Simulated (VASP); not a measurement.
Here is a VASP 6.6.1 calculation.

The input POSCAR:

```
Mn3Cu
1.0
    3.4823879964      0.0000000000      0.0000000000
    0.0000000000      3.4823879964      0.0000000000
    0.0000000000      0.0000000000      3.4823879964
Mn Cu
3 1
Direct
    0.0000000000      0.5000000000      0.5000000000
    0.5000000000      0.0000000000      0.5000000000
    0.5000000000      0.5000000000      0.0000000000
    0.0000000000      0.0000000000      0.0000000000
```

Contents of INCAR.step1:

```
SYSTEM = Mn3Cu
PREC = Accurate
ENCUT = 520
ISMEAR = 0
SIGMA = 0.1
LREAL = .FALSE.
LASPH = .TRUE.
NELM = 150
ISPIN = 2
MAGMOM = 4 4 4 0
LMAXMIX = 4
NBANDS = 37
GGA = PE
ALGO = Normal
EDIFF = 1E-4
LWAVE = .TRUE.
LCHARG = .FALSE.
```

File INCAR.step2:

```
SYSTEM = Mn3Cu
PREC = Accurate
ENCUT = 520
EDIFF = 1E-7
ISMEAR = 0
SIGMA = 0.1
LREAL = .FALSE.
LASPH = .TRUE.
NELM = 150
ALGO = Normal
ISIF = 2
LWAVE = .FALSE.
LCHARG = .FALSE.
ISPIN = 2
MAGMOM = 4 4 4 0
LORBIT = 11
LMAXMIX = 4
METAGGA = R2SCAN
LMIXTAU = .TRUE.
NBANDS = 37
ISTART = 1
```

The input KPOINTS:

```
regular mesh
0
G
  12 12 12
  0 0 0
```

Potentials or basis: VASP PAW PBE potentials, release 64 (Mn_pv, Cu).

Launch:

```bash
$ cat potpaw_PBE.64/Mn_pv/POTCAR potpaw_PBE.64/Cu/POTCAR > POTCAR
$ cp INCAR.step1 INCAR
$ mpirun -np 1 vasp_std > vasp.out
$ cp INCAR.step2 INCAR
$ mpirun -np 1 vasp_std > vasp.out
```

**Question.** Estimate the site moments.

**Answer.** Mn +1.08; Cu -0.07 μB.

**Question.** Estimate the net moment.

**Answer.** 3.11 μB per cell.

**Question.** What does it give for the pressure?

**Answer.** 10.3 GPa.

Caveat: the cell stands under pressure; the PAW data sets were made with another functional, which shifts forces and pressure a little.
